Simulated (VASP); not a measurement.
# Rb (Fm-3m) in VASP: a series of runs

Rb is run at these levels: PBEsol; tasks: single point.

All numbers are computed with VASP 6.6.1; they aren't measurements. Logs are shortened: lines on timing, memory, paths and dates and some standing lists are left out, and cuts for length are marked.

## Step 1: The cell of the first run

The structure is cubic, space group Fm-3m (No. 225). Conventional cell: a = 7.037 Å, b = 7.037 Å, c = 7.037 Å, α = 90.00°, β = 90.00°, γ = 90.00°.

## Step 2: Single point, PBEsol

The input, INCAR:

```
PREC = Accurate ; ENCUT = 520
EDIFF = 1E-6 ; ISMEAR = -1
SIGMA = 0.1 ; LREAL = False
LASPH = True ; NELM = 60
ALGO = Normal ; ISIF = 2
LWAVE = False ; LCHARG = False
GGA = PS ; NBANDS = 10
```

The input, KPOINTS:

```
Automatic mesh
0
Gamma
  9 9 9
```

The input, POSCAR:

```
Rb
1.0
    0.0000000000      3.5183295318      3.5183295318
    3.5183295318      0.0000000000      3.5183295318
    3.5183295318      3.5183295318      0.0000000000
Rb
1
Direct
    0.0000000000      0.0000000000      0.0000000000
```

Potentials or basis: VASP PAW PBE potentials, release 64 (Rb_sv).

Command:

```bash
$ cat potpaw_PBE.64/Rb_sv/POTCAR > POTCAR
$ mpirun -np 1 vasp_std > vasp.out
```

OUTCAR:

```text
PREC = Accurate
   ENCUT = 520
   EDIFF = 1E-6
   ISMEAR = -1
   LREAL = False
   LASPH = True
   NELM = 60
   ISIF = 2
   GGA = PS

 ion  position               nearest neighbor table
   1  0.000  0.000  0.000-

  LATTYP: Found a face centered cubic cell.
 ALAT       =     7.0366590636

  Lattice vectors:

 A1 = (   0.0000000000,   3.5183295318,   3.5183295318)
 A2 = (   3.5183295318,   0.0000000000,   3.5183295318)
 A3 = (   3.5183295318,   3.5183295318,   0.0000000000)

Analysis of symmetry for initial positions (statically):
=====================================================================
 Subroutine PRICEL returns:
 Original cell was already a primitive cell.

 Routine SETGRP: Setting up the symmetry group for a
 face centered cubic supercell.

 Subroutine GETGRP returns: Found 48 space group operations
 (whereof 48 operations were pure point group operations)
 out of a pool of 48 trial point group operations.

The static configuration has the point symmetry O_h .

Analysis of symmetry for dynamics (positions and initial velocities):
=====================================================================
 Subroutine PRICEL returns:
 Original cell was already a primitive cell.

 Routine SETGRP: Setting up the symmetry group for a
 face centered cubic supercell.

 Subroutine GETGRP returns: Found 48 space group operations
 (whereof 48 operations were pure point group operations)
 out of a pool of 48 trial point group operations.

The dynamic configuration has the point symmetry O_h .

 Subroutine INISYM returns: Found 48 space group operations
 (whereof 48 operations are pure point group operations),
 and found     1 'primitive' translations

----------------------------------------------------------------------------------------

                                     Primitive cell

  volume of cell :      87.1043

  direct lattice vectors                    reciprocal lattice vectors
     0.000000000  3.518329532  3.518329532    -0.142112896  0.142112896  0.142112896
     3.518329532  0.000000000  3.518329532     0.142112896 -0.142112896  0.142112896
     3.518329532  3.518329532  0.000000000     0.142112896  0.142112896 -0.142112896

  length of vectors
     4.975669341  4.975669341  4.975669341     0.246146757  0.246146757  0.246146757

  position of ions in fractional coordinates (direct lattice)
     0.000000000  0.000000000  0.000000000

  ion indices of the primitive-cell ions
   primitive index   ion index
                 1           1

----------------------------------------------------------------------------------------

 KPOINTS: Automatic mesh

Automatic generation of k-mesh.
 Grid dimensions read from file:
 generate k-points for:    9    9    9

 Generating k-lattice:

  Cartesian coordinates                     Fractional coordinates (reciprocal lattice)
    -0.015790322  0.015790322  0.015790322     0.111111111  0.000000000  0.000000000
     0.015790322 -0.015790322  0.015790322     0.000000000  0.111111111  0.000000000
     0.015790322  0.015790322 -0.015790322     0.000000000  0.000000000  0.111111111

  Length of vectors
     0.027349640  0.027349640  0.027349640

  Shift w.r.t. Gamma in fractional coordinates (k-lattice)
     0.000000000  0.000000000  0.000000000

 Subroutine IBZKPT returns following result:
 ===========================================

 Found     35 irreducible k-points:

 Following reciprocal coordinates:
            Coordinates               Weight
  0.000000  0.000000  0.000000      1.000000
  0.111111  0.000000  0.000000      8.000000
  0.222222  0.000000  0.000000      8.000000
  0.333333  0.000000  0.000000      8.000000
  0.444444  0.000000  0.000000      8.000000
  0.111111  0.111111  0.000000      6.000000
[... 16 lines left out ...]
 -0.333333  0.333333  0.000000     12.000000
  0.444444  0.444444  0.000000      6.000000
 [... further k-points ...]
   k-points           NKPTS =     35   k-points in BZ     NKDIM =     35   number of bands    NBANDS=     10
   number of dos      NEDOS =    301   number of ions     NIONS =      1
   total plane-waves  NPLWV =  64000
   dimension x,y,z NGX =    40 NGY =   40 NGZ =   40
   dimension x,y,z NGXF=    80 NGYF=   80 NGZF=   80
   ions per type =               1
   NGX,Y,Z   is equivalent  to a cutoff of  13.36, 13.36, 13.36 a.u.
   NGXF,Y,Z  is equivalent  to a cutoff of  26.73, 26.73, 26.73 a.u.
 SYSTEM =  unknown system
   PREC   = accura    normal or accurate (medium, high low for compatibility)
   ISTART =      0    job   : 0-new  1-cont  2-samecut
   ICHARG =      2    charge: 1-file 2-atom 10-const
   ISPIN  =      1    spin polarized calculation?
   LNONCOLLINEAR =      F non collinear calculations
   LSORBIT =      F    spin-orbit coupling
   LASPH  =      T    aspherical Exc in radial PAW
   ENCUT  =  520.0 eV  38.22 Ry    6.18 a.u.   9.25  9.25  9.25*2*pi/ulx,y,z
   NELM   =     60;   NELMIN=  2; NELMDL= -5     # of ELM steps
   EDIFF  = 0.1E-05   stopping-criterion for ELM
   LREAL  =      F    real-space projection
   EDIFFG = 0.1E-04   stopping-criterion for IOM
   NSW    =      0    number of steps for IOM
   IBRION =     -1    ionic relax: 0-MD 1-quasi-New 2-CG
   NFREE  =      0    steps in history (QN), initial steepest desc. (CG)
   ISIF   =      2    stress and relaxation
   ISYM   =      2    0-nonsym 1-usesym 2-fastsym
   POTIM  = 0.5000    time-step for ionic-motion
   TEBEG  =    0.0;   TEEND  =   0.0 temperature during run
   PSTRESS=    0.0 pullay stress
   NELECT =       9.0000    total number of electrons
   NUPDOWN=      -1.0000    fix difference up-down
   EMIN   =  10.00;   EMAX   =-10.00  energy-range for DOS
   EFERMI =   0.00;   METHOD = LEGACY
   ISMEAR =    -1;   SIGMA  =   0.10  broadening in eV -4-tet -1-fermi 0-gaus
   EFERMI_NEDOS =   21; number of points for ismear=-14 and -15
   IALGO  =     38    algorithm
   IMIX   =      4    mixing-type and parameters
     AMIX     =   0.40;   BMIX     =  1.00
     AMIX_MAG =   1.60;   BMIX_MAG =  1.00
  volume/ion in A,a.u.               =      87.10       587.81
  Fermi-wavevector in a.u.,A,eV,Ry     =   0.768203  1.451693  8.029279  0.590135
  Thomas-Fermi vector in A             =   1.868925
   LORBIT       =      0    0 simple, 1 ext, 2 COOP (PROOUT), +10 PAW based schemes
   GGA     = PS    functional components
   LHFCALC =     F    Hartree Fock is set to
   AEXX    =    0.0000 exact exchange contribution
   IVDW    =     0    specifies the selected vdW correction
   LEPSILON=     F    determine dielectric tensor
   LRPA    =     F    only Hartree local field effects (RPA)
 non-spin polarized calculation
  energy-cutoff  :      520.00
  volume of cell :       87.10
 maximum number of plane-waves:      2397
 NGX is ok and might be reduce to    40
   NGX = 19   NGY = 19   NGZ = 19

 number of electron       9.0000000 magnetization

 Free energy of the ion-electron system (eV)
  ---------------------------------------------------
  ext. energy  EPLUGINS =         0.00000000
  ---------------------------------------------------
  free energy    TOTEN  =        -1.04037610 eV

  energy without entropy =       -1.01150643  energy(sigma->0) =       -1.02594126

 E-fermi :   0.0564     XC(G=0):  -5.6301

 val. band max:       -0.0631255133   @ k =   0.4444   0.0000   0.0000
 cond. band min:       0.0926354008   @ k =   0.4444   0.3333   0.0000
 fundamental gap:      0.1557609141
 Fermi energy:         0.0564350519

 k-point     1 :       0.0000    0.0000    0.0000
  band No.  band energies     occupation
      1     -28.7846      2.00000
      2     -12.8281      2.00000
      3     -12.8281      2.00000
      4     -12.8281      2.00000
      5      -1.9917      2.00000
      6       3.6778      0.00000
      7       3.6778      0.00000
      8       3.6778      0.00000
      9       5.0645      0.00000
     10       5.0645      0.00000

 k-point     2 :       0.1111    0.0000    0.0000
  band No.  band energies     occupation
      1     -28.7840      2.00000
      2     -12.8414      2.00000
      3     -12.8299      2.00000
      4     -12.8299      2.00000
      5      -1.8486      2.00000
      6       3.3017      0.00000
      7       3.7370      0.00000
      8       3.7370      0.00000
      9       4.9084      0.00000
     10       4.9084      0.00000

 k-point     3 :       0.2222    0.0000    0.0000
  band No.  band energies     occupation
      1     -28.7826      2.00000
      2     -12.8747      2.00000
      3     -12.8344      2.00000
      4     -12.8344      2.00000
      5      -1.4359      2.00000
      6       2.5677      0.00000
      7       3.7716      0.00000
      8       3.7716      0.00000
      9       4.8327      0.00000
     10       4.8327      0.00000

 k-point     4 :       0.3333    0.0000    0.0000
  band No.  band energies     occupation
      1     -28.7810      2.00000
      2     -12.9120      2.00000
      3     -12.8395      2.00000
      4     -12.8395      2.00000
      5      -0.8049      1.99964
      6       1.7627      0.00000
      7       3.6182      0.00000
      8       3.6182      0.00000
      9       5.2349      0.00000
     10       5.2359      0.00000
[... 222 lines left out ...]
 k-point    22 :      -0.4444    0.3333    0.0000
  band No.  band energies     occupation
      1     -28.7785      2.00000
      2     -12.9188      2.00000
      3     -12.8842      2.00000
      4     -12.8608      2.00000
      5       0.7491      0.00196
      6       1.4368      0.00000
      7       1.8433      0.00000
      8       3.9462      0.00000
      9       4.1419      0.00000
     10       6.0130      0.00000

 k-point    23 :      -0.3333    0.3333    0.0000
  band No.  band energies     occupation
      1     -28.7787      2.00000
      2     -12.9028      2.00000
      3     -12.9021      2.00000
      4     -12.8547      2.00000
      5       0.8010      0.00117
      6       1.4706      0.00000
      7       1.6403      0.00000
      8       3.9721      0.00000
      9       4.1800      0.00000
     10       5.4853      0.00000

 k-point    24 :       0.4444    0.4444    0.0000
  band No.  band energies     occupation
      1     -28.7785      2.00000
      2     -12.9295      2.00000
      3     -12.8672      2.00000
      4     -12.8672      2.00000
      5       0.4347      0.04452
      6       1.6902      0.00000
      7       1.8852      0.00000
      8       4.5872      0.00000
      9       4.5872      0.00000
     10       5.3047      0.00000

 [... further k-points ...]

------------------------ aborting loop because EDIFF is reached ----------------------------------------

  FORCE on cell =-STRESS in cart. coord.  units (eV):
  Direction    XX          YY          ZZ          XY          YZ          ZX
  --------------------------------------------------------------------------------------
  -------------------------------------------------------------------------------------
  Total       -0.0071092     -0.0071092     -0.0071092      0.0000000      0.0000000      0.0000000
  in kB       -0.1307655     -0.1307655     -0.1307655      0.0000000      0.0000000      0.0000000
  external PRESSURE =      -0.1307655 kB  Pullay stress =       0.0000000 kB

 VOLUME and BASIS-vectors are now :
 -----------------------------------------------------------------------------
  energy-cutoff  :      520.00
  volume of cell :       87.10
      direct lattice vectors                 reciprocal lattice vectors
     0.000000000  3.518329532  3.518329532    -0.142112896  0.142112896  0.142112896
     3.518329532  0.000000000  3.518329532     0.142112896 -0.142112896  0.142112896
     3.518329532  3.518329532  0.000000000     0.142112896  0.142112896 -0.142112896

 POSITION                                       TOTAL-FORCE (eV/Angst)
 -----------------------------------------------------------------------------------
      0.00000      0.00000      0.00000        -0.000000      0.000000      0.000000
 -----------------------------------------------------------------------------------
    total drift:                               -0.000000     -0.000000     -0.000000

  FREE ENERGIE OF THE ION-ELECTRON SYSTEM (eV)
  ---------------------------------------------------
  free  energy   TOTEN  =        -1.0403761001 eV

  energy  without entropy=       -1.0115064279  energy(sigma->0) =       -1.02594126
```

It used 22 s of CPU time on 1 thread of AMD EPYC 7R13 Processor (Zen 3) (shared host).

What came out:

| Item | Value |
| --- | --- |
| Free energy | -1.0404 eV |
| Pressure | 0.0 GPa |

Caveat: the PAW data sets were made with another functional, which shifts forces and pressure a little.

## Step 3: Single point, PBEsol (volume scaled by 1.04)

The input, INCAR:

```
PREC     = Accurate       # precision mode
ENCUT    = 520            # plane-wave cutoff, eV
EDIFF    = 1E-7           # SCF threshold, eV
ISMEAR   = -1             # smearing method
SIGMA    = 0.1            # smearing width, eV
LREAL    = F              # projectors in reciprocal space
LASPH    = T              # aspherical terms in the spheres
NELM     = 60             # most SCF steps
ALGO     = Normal         # electronic algorithm
ISIF     = 2              # what is computed and relaxed
LWAVE    = F              # write WAVECAR
LCHARG   = F              # write CHGCAR
GGA      = PS             # functional
NBANDS   = 10             # bands
```

KPOINTS is that of step 2.

The input, POSCAR:

```
Rb
1.0
    0.0000000000      3.5646286509      3.5646286509
    3.5646286509      0.0000000000      3.5646286509
    3.5646286509      3.5646286509      0.0000000000
Rb
1
Direct
    0.0000000000      0.0000000000      0.0000000000
```

Potentials or basis: VASP PAW PBE potentials, release 64 (Rb_sv).

Command:

```bash
$ cat potpaw_PBE.64/Rb_sv/POTCAR > POTCAR
$ mpirun -np 1 vasp_std > vasp.out
```

It used 25 s of CPU time on 1 thread of AMD EPYC 7R13 Processor (Zen 3) (shared host).

It converged, with:

```yaml
Free_energy: -1.0389 eV
Pressure: -0.1 GPa
```

Levels at points of the mesh, in eV from the Fermi level:
| k point | band 3 | band 4 | band 5 | band 6 | band 7 | band 8 |
| --- | --- | --- | --- | --- | --- | --- |
| (0.00, 0.00, 0.00) | -12.91 | -12.91 | -1.99 | 3.59 | 3.59 | 3.59 |

Caveat: the PAW data sets were made with another functional, which shifts forces and pressure a little.

(Part 1 of 2 ends here.)
